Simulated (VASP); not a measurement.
# Lu2ScN3 (P-6m2) in VASP: notebook, part 2 of 3

VASP 6.6.1. Earlier steps stand in the parts before.

### 4 Single point, PBE

Input file INCAR:

```
SYSTEM = Lu2ScN3
ALGO = Normal
EDIFF = 1E-7
ENCUT = 520
GGA = PE
ISIF = 2
ISMEAR = 0
LASPH = .TRUE.
LCHARG = .FALSE.
LREAL = .FALSE.
LWAVE = .FALSE.
NBANDS = 47
NELM = 80
PREC = Accurate
SIGMA = 0.1
```

Input file KPOINTS:

```
k-points
0
G
  12 12 4
  0 0 0
```

Input file POSCAR:

```
Lu2ScN3
1.0
    3.4550673769      0.0000000000      0.0000000000
   -1.7275336885      2.9921761202      0.0000000000
    0.0000000000      0.0000000000      9.1061269523
Lu Sc N
2 1 3
Direct
    0.6666666667      0.3333333333      0.6680214706
    0.6666666667      0.3333333333      0.3319785294
    0.0000000000      0.0000000000      0.0000000000
    0.0000000000      0.0000000000      0.2193729078
    0.0000000000      0.0000000000      0.7806270922
    0.0000000000      0.0000000000      0.5000000000
```

Potentials or basis: VASP PAW PBE potentials, release 64 (Lu, Sc_sv, N).

On the command line:

```bash
$ cat potpaw_PBE.64/Lu/POTCAR potpaw_PBE.64/Sc_sv/POTCAR potpaw_PBE.64/N/POTCAR > POTCAR
$ mpirun -np 1 vasp_std > vasp.out
```

OUTCAR:

```text
SYSTEM = Lu2ScN3
   EDIFF = 1E-7
   ENCUT = 520
   GGA = PE
   ISIF = 2
   ISMEAR = 0
   LASPH = .TRUE.
   LREAL = .FALSE.
   NELM = 80
   PREC = Accurate

 ion  position               nearest neighbor table
   1  0.667  0.333  0.668-   5 2.24   5 2.24   5 2.24   6 2.51   6 2.51   6 2.51   2 3.06
   2  0.667  0.333  0.332-   4 2.24   4 2.24   4 2.24   6 2.51   6 2.51   6 2.51   1 3.06
   3  0.000  0.000  0.000-   4 2.00   5 2.00
   4  0.000  0.000  0.219-   3 2.00   2 2.24   2 2.24   2 2.24
   5  0.000  0.000  0.781-   3 2.00   1 2.24   1 2.24   1 2.24
   6  0.000  0.000  0.500-   1 2.51   2 2.51   1 2.51   2 2.51   1 2.51   2 2.51

  LATTYP: Found a hexagonal cell.
 ALAT       =     3.4550673769
 C/A-ratio  =     2.6355859261

  Lattice vectors:

 A1 = (   3.4550673769,   0.0000000000,   0.0000000000)
 A2 = (  -1.7275336885,   2.9921761202,   0.0000000000)
 A3 = (   0.0000000000,   0.0000000000,   9.1061269523)

Analysis of symmetry for initial positions (statically):
=====================================================================
 Subroutine PRICEL returns:
 Original cell was already a primitive cell.

 Routine SETGRP: Setting up the symmetry group for a
 hexagonal supercell.

[... 180 lines left out ...]
 Fermi energy:         3.0743997880

 k-point     1 :       0.0000    0.0000    0.0000
  band No.  band energies     occupation
      1     -51.8352      2.00000
      2     -51.8105      2.00000
      3     -45.9074      2.00000
      4     -24.6193      2.00000
      5     -24.6193      2.00000
      6     -24.4616      2.00000
[... 1189 lines left out ...]
     46       8.5949      0.00000
     47       8.8278      0.00000

 [... further k-points ...]

------------------------ aborting loop because EDIFF is reached ----------------------------------------

  FORCE on cell =-STRESS in cart. coord.  units (eV):
  Direction    XX          YY          ZZ          XY          YZ          ZX
  --------------------------------------------------------------------------------------
  -------------------------------------------------------------------------------------
  Total        0.3835388      0.3835388      0.5229047     -0.0000000      0.0000000     -0.0000000
  in kB        6.5274346      6.5274346      8.8992988     -0.0000000      0.0000000     -0.0000000
  external PRESSURE =       7.3180560 kB  Pullay stress =       0.0000000 kB

 VOLUME and BASIS-vectors are now :
 -----------------------------------------------------------------------------
  energy-cutoff  :      520.00
  volume of cell :       94.14
      direct lattice vectors                 reciprocal lattice vectors
     3.455067377  0.000000000  0.000000000     0.289429956  0.167102463  0.000000000
    -1.727533689  2.992176120  0.000000000     0.000000000  0.334204926  0.000000000
     0.000000000  0.000000000  9.106126952     0.000000000  0.000000000  0.109816172

 POSITION                                       TOTAL-FORCE (eV/Angst)
 -----------------------------------------------------------------------------------
      1.72753      0.99739      6.08309        -0.000000      0.000000     -0.034318
      1.72753      0.99739      3.02304         0.000000      0.000000      0.034318
      0.00000      0.00000      0.00000        -0.000000     -0.000000     -0.000000
      0.00000      0.00000      1.99764        -0.000000     -0.000000      0.010411
      0.00000      0.00000      7.10849         0.000000     -0.000000     -0.010411
      0.00000      0.00000      4.55306        -0.000000     -0.000000     -0.000000
 -----------------------------------------------------------------------------------
    total drift:                               -0.000000      0.000000      0.000000

  FREE ENERGIE OF THE ION-ELECTRON SYSTEM (eV)
  ---------------------------------------------------
  free  energy   TOTEN  =       -45.6339791888 eV

  energy  without entropy=      -45.6098402478  energy(sigma->0) =      -45.62190972
```

Run time: 5.3 min. Hardware: 1 thread of Intel Xeon Platinum 8488C (Sapphire Rapids), shared host; peak memory 0.38 GiB.

Results:

```yaml
Free_energy: -45.6340 eV
Pressure: 0.7 GPa
Largest_force: 0.034 eV/Å
Band_gap_on_the_k_mesh: zero (bands 38 and 39 overlap by 0.75 eV)
```

Forces in eV/Å, atoms in the order of the input:
```
Lu   0.000  0.000 -0.034
Lu   0.000  0.000  0.034
Sc   0.000  0.000  0.000
N    0.000  0.000  0.010
N    0.000  0.000 -0.010
N    0.000  0.000  0.000
```

Stress tensor (GPa, compression positive):
```
0.65 0.00 0.00
0.00 0.65 0.00
0.00 0.00 0.89
```

Levels at points of the mesh, in eV from the Fermi level:
```csv
k point,band 35,band 36,band 37,band 38,band 39,band 40,band 41,band 42
"(0.00, 0.00, 0.00)",-2.15,-1.97,-0.84,-0.84,0.37,1.92,1.92,3.16
"(0.50, 0.00, 0.00)",-2.07,-2.04,-1.09,-0.25,0.33,1.92,2.23,3.35
"(0.00, 0.00, 0.50)",-1.89,-1.89,-0.94,-0.94,-0.15,1.91,1.91,2.65
"(0.50, 0.00, 0.50)",-1.65,-1.39,-1.24,-0.57,-0.22,1.95,2.26,3.51
```

Caveat: spin-orbit coupling is left out, which moves the levels of the heavy elements.

### 5 Relaxation of cell and atoms, PBE

This run uses another cell than the first one, of 19.66 Å³/atom.

Input file INCAR:

```
SYSTEM = Lu2ScN3
PREC = Accurate
ENCUT = 600
EDIFF = 1E-6
ISMEAR = 0
SIGMA = 0.1
LREAL = .FALSE.
LASPH = .TRUE.
NELM = 60
ALGO = Normal
ISIF = 3
LWAVE = .FALSE.
LCHARG = .FALSE.
GGA = PE
IBRION = 2
NSW = 90
EDIFFG = -0.04
```

Input file KPOINTS:

```
regular mesh
0
G
  6 6 2
  0 0 0
```

Input file POSCAR:

```
Lu2ScN3
1.0
    4.1507613800      0.0000000000      0.0000000000
   -2.0753806900      3.5946648000      0.0000000000
    0.0000000000      0.0000000000      7.9069437300
Lu Sc N
2 1 3
Direct
    0.6666666700      0.3333333300      0.8199466100
    0.6666666700      0.3333333300      0.1800533900
    0.0000000000      0.0000000000      0.0000000000
    0.0000000000      0.0000000000      0.2174611200
    0.0000000000      0.0000000000      0.7825388800
    0.0000000000      0.0000000000      0.5000000000
```

On the command line:

```bash
$ cat potpaw_PBE.64/Lu/POTCAR potpaw_PBE.64/Sc_sv/POTCAR potpaw_PBE.64/N/POTCAR > POTCAR
$ mpirun -np 1 vasp_std > vasp.out
```

Run time: 29 min. Hardware: 1 thread of Intel Xeon Platinum 8488C (Sapphire Rapids), shared host; peak memory 0.37 GiB.

The run converged. Its results:

- Free energy: -45.7507 eV
- Relaxed volume: 15.76 Å³/atom
- Relaxed cell: a = 3.457 Å, b = 3.457 Å, c = 9.137 Å, α = 90.00°, β = 90.00°, γ = 120.00°
- Space group after relaxing (to 0.1 Å): P-6m2 (No. 187)
- Energy gained by relaxing: 2127.8 meV/atom
- Ionic steps: 20
- Pressure after relaxing: 0.0 GPa
- Largest force after relaxing: 0.009 eV/Å
- Band gap on the k mesh: zero (bands 38 and 39 overlap by 0.71 eV)

Forces on the atoms (eV/Å):
```
Lu   0.000  0.000  0.006
Lu   0.000  0.000 -0.006
Sc   0.000  0.000  0.000
N    0.000  0.000 -0.009
N    0.000  0.000  0.009
N    0.000  0.000  0.000
```

Stress tensor (GPa, compression positive):
```
 0.05  0.00  0.00
 0.00  0.05  0.00
 0.00  0.00 -0.04
```

The path:
| step | energy change (eV) | largest force (eV/Å) | pressure (GPa) | volume (Å³) |
| --- | --- | --- | --- | --- |
| 1 | 0.0000 | 7.7517 | 14.02 | 117.98 |
| 2 | -4.1263 | 2.5583 | -15.13 | 147.83 |
| 3 | -4.8348 | 3.3236 | -11.44 | 137.61 |
| 4 | -4.8651 | 3.4611 | -10.84 | 136.28 |
| 5 | -4.8698 | 3.6700 | -9.59 | 134.46 |
| 6 | -7.2991 | 3.7609 | -4.23 | 116.67 |
| 7 | -8.9178 | 5.4622 | 18.31 | 92.47 |
| 8 | -10.0206 | 5.1375 | 17.52 | 90.92 |
| 9 | -11.8584 | 0.8152 | 17.04 | 86.38 |
| 10 | -12.2279 | 0.6362 | 9.17 | 90.34 |
| 11 | -12.4459 | 0.9070 | -0.05 | 96.36 |
| 12 | -12.4488 | 0.9298 | -1.06 | 97.16 |
| 13 | -12.4907 | 1.0047 | -1.24 | 97.10 |
| 14 | -12.6166 | 1.0800 | -1.60 | 96.93 |
| 15 | -12.7387 | 0.3304 | -2.66 | 96.48 |
| 16 | -12.7561 | 0.2873 | 1.16 | 93.57 |
| 17 | -12.7638 | 0.1266 | -0.12 | 94.59 |
| 18 | -12.7638 | 0.1232 | -0.34 | 94.64 |
| 19 | -12.7662 | 0.0484 | -0.10 | 94.59 |
| 20 | -12.7666 | 0.0087 | 0.02 | 94.55 |

Final structure:
```
Lu Sc N
1.0
     3.45687    0.00000    0.00000
    -1.72843    2.99374    0.00000
     0.00000    0.00000    9.13661
Lu Sc N
2 1 3
Cartesian
  1.7284 0.9979 6.0978
  1.7284 0.9979 3.0388
  0.0000 0.0000 0.0000
  0.0000 0.0000 1.9958
  0.0000 0.0000 7.1408
  0.0000 0.0000 4.5683
```

Levels at points of the mesh, in eV from the Fermi level:
| k point | band 36 | band 37 | band 38 | band 39 | band 40 | band 41 |
| --- | --- | --- | --- | --- | --- | --- |
| (0.00, 0.00, 0.00) | -1.81 | -0.55 | -0.55 | 0.64 | 2.03 | 2.03 |
| (0.50, 0.00, 0.00) | -1.78 | -0.79 | -0.10 | 0.57 | 2.14 | 2.45 |
| (0.00, 0.00, 0.50) | -1.58 | -0.65 | -0.65 | 0.10 | 2.02 | 2.02 |
| (0.50, 0.00, 0.50) | -1.12 | -0.94 | -0.32 | -0.08 | 2.19 | 2.46 |

Caveat: the k points lie up to 0.35 Å⁻¹ apart in the final cell, too coarse for converged energies and pressures of a metal; the volume moved by over 15 % at a fixed basis, so the end points are rough; spin-orbit coupling is left out, which moves the levels of the heavy elements.

[end of part 2 of 3]
